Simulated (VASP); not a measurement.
# I (Im-3m) in VASP: further runs, part 2 of 2

VASP 6.6.1. Earlier steps stand in the parts before.

## Step 4: Single point, PBEsol

This run uses another cell than the first one, of 38.67 Å³/atom.

Contents of INCAR:

```
PREC = Accurate
ENCUT = 500
EDIFF = 1E-6
ISMEAR = -1
SIGMA = 0.1
LREAL = F
LASPH = T
NELM = 120
ALGO = Normal
ISIF = 2
LWAVE = F
LCHARG = T
GGA = PS
LELF = T
LVHAR = T
NBANDS = 10
GGA_COMPAT = F
```

Contents of KPOINTS:

```
Automatic mesh
0
Gamma
  8 8 8
```

Contents of POSCAR:

```
I
1.0
   -2.1303535408      2.1303535408      2.1303535408
    2.1303535408     -2.1303535408      2.1303535408
    2.1303535408      2.1303535408     -2.1303535408
I
1
Direct
    0.0000000000      0.0000000000      0.0000000000
```

Potentials or basis: VASP PAW PBE potentials, release 64 (I).

On the command line:

```
cat potpaw_PBE.64/I/POTCAR > POTCAR
mpirun -np 1 vasp_std > vasp.out
```

OUTCAR:

```text
PREC = Accurate
   ENCUT = 500
   EDIFF = 1E-6
   ISMEAR = -1
   LREAL = F
   LASPH = T
   NELM = 120
   ISIF = 2
   GGA = PS

 ion  position               nearest neighbor table
   1  0.000  0.000  0.000-

  LATTYP: Found a body centered cubic cell.
 ALAT       =     4.2607070816

  Lattice vectors:

 A1 = (  -2.1303535408,   2.1303535408,   2.1303535408)
 A2 = (   2.1303535408,  -2.1303535408,   2.1303535408)
 A3 = (   2.1303535408,   2.1303535408,  -2.1303535408)

Analysis of symmetry for initial positions (statically):
=====================================================================
 Subroutine PRICEL returns:
 Original cell was already a primitive cell.

 Routine SETGRP: Setting up the symmetry group for a
 body centered cubic supercell.

 Subroutine GETGRP returns: Found 48 space group operations
 (whereof 48 operations were pure point group operations)
 out of a pool of 48 trial point group operations.

The static configuration has the point symmetry O_h .

Analysis of symmetry for dynamics (positions and initial velocities):
=====================================================================
 Subroutine PRICEL returns:
 Original cell was already a primitive cell.

 Routine SETGRP: Setting up the symmetry group for a
 body centered cubic supercell.

 Subroutine GETGRP returns: Found 48 space group operations
 (whereof 48 operations were pure point group operations)
 out of a pool of 48 trial point group operations.

The dynamic configuration has the point symmetry O_h .

 Subroutine INISYM returns: Found 48 space group operations
 (whereof 48 operations are pure point group operations),
 and found     1 'primitive' translations

----------------------------------------------------------------------------------------

                                     Primitive cell

  volume of cell :      38.6736

  direct lattice vectors                    reciprocal lattice vectors
    -2.130353541  2.130353541  2.130353541     0.000000000  0.234702828  0.234702828
     2.130353541 -2.130353541  2.130353541     0.234702828  0.000000000  0.234702828
     2.130353541  2.130353541 -2.130353541     0.234702828  0.234702828  0.000000000

  length of vectors
     3.689880571  3.689880571  3.689880571     0.331919922  0.331919922  0.331919922

  position of ions in fractional coordinates (direct lattice)
     0.000000000  0.000000000  0.000000000

  ion indices of the primitive-cell ions
   primitive index   ion index
                 1           1

----------------------------------------------------------------------------------------

 KPOINTS: Automatic mesh

Automatic generation of k-mesh.
 Grid dimensions read from file:
 generate k-points for:    8    8    8

 Generating k-lattice:

  Cartesian coordinates                     Fractional coordinates (reciprocal lattice)
     0.000000000  0.029337853  0.029337853     0.125000000  0.000000000  0.000000000
     0.029337853  0.000000000  0.029337853     0.000000000  0.125000000  0.000000000
     0.029337853  0.029337853  0.000000000     0.000000000  0.000000000  0.125000000

  Length of vectors
     0.041489990  0.041489990  0.041489990

  Shift w.r.t. Gamma in fractional coordinates (k-lattice)
     0.000000000  0.000000000  0.000000000

 Subroutine IBZKPT returns following result:
 ===========================================

 Found     29 irreducible k-points:

 Following reciprocal coordinates:
            Coordinates               Weight
  0.000000  0.000000  0.000000      1.000000
  0.125000  0.000000  0.000000     12.000000
  0.250000  0.000000  0.000000     12.000000
  0.375000  0.000000  0.000000     12.000000
  0.500000  0.000000  0.000000      6.000000
  0.125000  0.125000  0.000000     24.000000
[... 16 lines left out ...]
 -0.250000  0.250000  0.250000      6.000000
 -0.375000  0.375000  0.250000     24.000000
 [... further k-points ...]
   k-points           NKPTS =     29   k-points in BZ     NKDIM =     29   number of bands    NBANDS=     10
   number of dos      NEDOS =    301   number of ions     NIONS =      1
   total plane-waves  NPLWV =  21952
   dimension x,y,z NGX =    28 NGY =   28 NGZ =   28
   dimension x,y,z NGXF=    56 NGYF=   56 NGZF=   56
   ions per type =               1
   NGX,Y,Z   is equivalent  to a cutoff of  12.62, 12.62, 12.62 a.u.
   NGXF,Y,Z  is equivalent  to a cutoff of  25.23, 25.23, 25.23 a.u.
 SYSTEM =  unknown system
   PREC   = accura    normal or accurate (medium, high low for compatibility)
   ISTART =      0    job   : 0-new  1-cont  2-samecut
   ICHARG =      2    charge: 1-file 2-atom 10-const
   ISPIN  =      1    spin polarized calculation?
   LNONCOLLINEAR =      F non collinear calculations
   LSORBIT =      F    spin-orbit coupling
   LASPH  =      T    aspherical Exc in radial PAW
   ENCUT  =  500.0 eV  36.75 Ry    6.06 a.u.   6.73  6.73  6.73*2*pi/ulx,y,z
   NELM   =    120;   NELMIN=  2; NELMDL= -5     # of ELM steps
   EDIFF  = 0.1E-05   stopping-criterion for ELM
   LREAL  =      F    real-space projection
   EDIFFG = 0.1E-04   stopping-criterion for IOM
   NSW    =      0    number of steps for IOM
   IBRION =     -1    ionic relax: 0-MD 1-quasi-New 2-CG
   NFREE  =      0    steps in history (QN), initial steepest desc. (CG)
   ISIF   =      2    stress and relaxation
   ISYM   =      2    0-nonsym 1-usesym 2-fastsym
   POTIM  = 0.5000    time-step for ionic-motion
   TEBEG  =    0.0;   TEEND  =   0.0 temperature during run
   PSTRESS=    0.0 pullay stress
   NELECT =       7.0000    total number of electrons
   NUPDOWN=      -1.0000    fix difference up-down
   EMIN   =  10.00;   EMAX   =-10.00  energy-range for DOS
   EFERMI =   0.00;   METHOD = LEGACY
   ISMEAR =    -1;   SIGMA  =   0.10  broadening in eV -4-tet -1-fermi 0-gaus
   EFERMI_NEDOS =   21; number of points for ismear=-14 and -15
   IALGO  =     38    algorithm
   IMIX   =      4    mixing-type and parameters
     AMIX     =   0.40;   BMIX     =  1.00
     AMIX_MAG =   1.60;   BMIX_MAG =  1.00
  volume/ion in A,a.u.               =      38.67       260.98
  Fermi-wavevector in a.u.,A,eV,Ry     =   0.926053  1.749986 11.668004  0.857574
  Thomas-Fermi vector in A             =   2.051974
   LORBIT       =      0    0 simple, 1 ext, 2 COOP (PROOUT), +10 PAW based schemes
   GGA     = PS    functional components
   LHFCALC =     F    Hartree Fock is set to
   AEXX    =    0.0000 exact exchange contribution
   IVDW    =     0    specifies the selected vdW correction
   LEPSILON=     F    determine dielectric tensor
   LRPA    =     F    only Hartree local field effects (RPA)
 non-spin polarized calculation
  energy-cutoff  :      500.00
  volume of cell :       38.67
 maximum number of plane-waves:       993
   NGX = 13   NGY = 13   NGZ = 13

 number of electron       6.9999999 magnetization

 Free energy of the ion-electron system (eV)
  ---------------------------------------------------
  ext. energy  EPLUGINS =         0.00000000
  ---------------------------------------------------
  free energy    TOTEN  =        -1.32798276 eV

  energy without entropy =       -1.25960260  energy(sigma->0) =       -1.29379268

 E-fermi :   3.2789     XC(G=0):  -8.8323

 val. band max:        3.2681826770   @ k =  -0.2500   0.2500   0.1250
 cond. band min:       3.3139459595   @ k =   0.2500   0.2500   0.0000
 fundamental gap:      0.0457632825
 Fermi energy:         3.2788974261

 k-point     1 :       0.0000    0.0000    0.0000
  band No.  band energies     occupation
      1      -9.6849      2.00000
      2       4.0039      0.00142
      3       4.0039      0.00142
      4       4.0039      0.00142
      5       9.6595      0.00000
      6      13.0329      0.00000
      7      13.0329      0.00000
      8      13.0329      0.00000
      9      15.1493      0.00000
     10      15.1493      0.00000

 k-point     2 :       0.1250    0.0000    0.0000
  band No.  band energies     occupation
      1      -9.5418      2.00000
      2       3.0503      1.81549
      3       3.7444      0.01885
      4       3.9669      0.00205
      5      10.4265      0.00000
      6      12.3631      0.00000
      7      12.6048      0.00000
      8      13.7397      0.00000
      9      14.3758      0.00000
     10      14.6252      0.00000
[... 274 lines left out ...]
 k-point    24 :      -0.3750    0.3750    0.2500
  band No.  band energies     occupation
      1      -8.3129      2.00000
      2       0.4212      2.00000
      3       1.8458      2.00000
      4       2.1296      1.99998
      5       9.4084      0.00000
      6      11.5173      0.00000
      7      13.5029      0.00000
      8      13.9096      0.00000
      9      17.0418      0.00000
     10      17.5149      0.00000

 [... further k-points ...]
[... 5 lines left out ...]
  --------------------------------------------------------------------------------------
  -------------------------------------------------------------------------------------
  Total       -0.7797120     -0.7797120     -0.7797120      0.0000000      0.0000000     -0.0000000
  in kB      -32.3020242    -32.3020242    -32.3020242      0.0000000      0.0000000     -0.0000000
  external PRESSURE =     -32.3020242 kB  Pullay stress =       0.0000000 kB

 VOLUME and BASIS-vectors are now :
 -----------------------------------------------------------------------------
  energy-cutoff  :      500.00
  volume of cell :       38.67
      direct lattice vectors                 reciprocal lattice vectors
    -2.130353541  2.130353541  2.130353541     0.000000000  0.234702828  0.234702828
     2.130353541 -2.130353541  2.130353541     0.234702828  0.000000000  0.234702828
     2.130353541  2.130353541 -2.130353541     0.234702828  0.234702828  0.000000000

 POSITION                                       TOTAL-FORCE (eV/Angst)
 -----------------------------------------------------------------------------------
      0.00000      0.00000      0.00000         0.000000      0.000000      0.000000
 -----------------------------------------------------------------------------------
    total drift:                                0.000000      0.000000     -0.000000

  FREE ENERGIE OF THE ION-ELECTRON SYSTEM (eV)
  ---------------------------------------------------
  free  energy   TOTEN  =        -1.3279827601 eV

  energy  without entropy=       -1.2596025968  energy(sigma->0) =       -1.29379268
```

OSZICAR:

```text
N       E                     dE             d eps       ncg     rms          rms(c)
DAV:   1     0.192417399444E+02    0.19242E+02   -0.22448E+03   580   0.463E+02
DAV:   2    -0.481742126085E+00   -0.19723E+02   -0.19045E+02   788   0.813E+01
DAV:   3    -0.132192073027E+01   -0.84018E+00   -0.82588E+00   698   0.163E+01
DAV:   4    -0.132927537901E+01   -0.73546E-02   -0.73512E-02   702   0.196E+00
DAV:   5    -0.132938545801E+01   -0.11008E-03   -0.11008E-03   720   0.240E-01    0.328E+00
DAV:   6    -0.132794106976E+01    0.14444E-02   -0.29953E-03   694   0.251E-01    0.202E+00
DAV:   7    -0.132801699052E+01   -0.75921E-04   -0.52246E-03   652   0.340E-01    0.128E-01
DAV:   8    -0.132798265759E+01    0.34333E-04   -0.30352E-04   646   0.805E-02    0.163E-02
DAV:   9    -0.132798276007E+01   -0.10247E-06   -0.52225E-06   704   0.161E-02
   1 F= -.13279828E+01 E0= -.12937927E+01  d E =-.683802E-01
```

Wall time 13 s (1 thread of Intel Xeon 8259CL, shared host); peak memory 0.15 GiB.

What came out:

```
Free energy            : -1.3280 eV
Pressure               : -3.2 GPa
Band gap on the k mesh : zero (an odd number of electrons rules out a gap without spin polarisation)
```

Levels at points of the mesh, in eV from the Fermi level:
```csv
k point,band 1,band 2,band 3,band 4,band 5,band 6,band 7,band 8,band 9
"(0.00, 0.00, 0.00)",-12.96,0.73,0.73,0.73,6.38,9.75,9.75,9.75,11.87
"(0.50, 0.00, 0.00)",-11.77,-3.95,-0.70,0.46,5.75,7.29,12.63,12.96,13.05
"(0.50, 0.50, 0.50)",-11.00,-2.29,-2.29,-2.29,4.72,4.72,15.58,15.58,15.58
```

Caveat: the cell stands under tension; the PAW data sets were made with another functional, which shifts forces and pressure a little; spin-orbit coupling is left out, which moves the levels of the heavy elements; an odd number of electrons without spin polarisation forces a metal; a magnetic or distorted state may lie lower.

## Step 5: Overview

| cell | gap on the mesh (eV) | pressure (GPa) |
| --- | --- | --- |
| a = 3.643 Å, angles 109.5°, 1 atom | none | -2.7 |
| a = 3.667 Å, angles 109.5°, 1 atom | none | -3.0 |
| a = 3.690 Å, angles 109.5°, 1 atom | none | -3.2 |

Alike in all rows: task single point; level PBEsol; potentials or basis VASP PAW PBE potentials, release 64 (I); no spin polarisation; k mesh 8 × 8 × 8; cutoff (eV) 500; smearing fermi-dirac 0.1 eV.

Caveats: the PAW data sets were made with another functional, which shifts forces and pressure a little; spin-orbit coupling is left out, which moves the levels of the heavy elements; an odd number of electrons without spin polarisation forces a metal; a magnetic or distorted state may lie lower; the cell stands under tension (at least some runs).

Absolute energies hang on the potentials; compare differences alone.
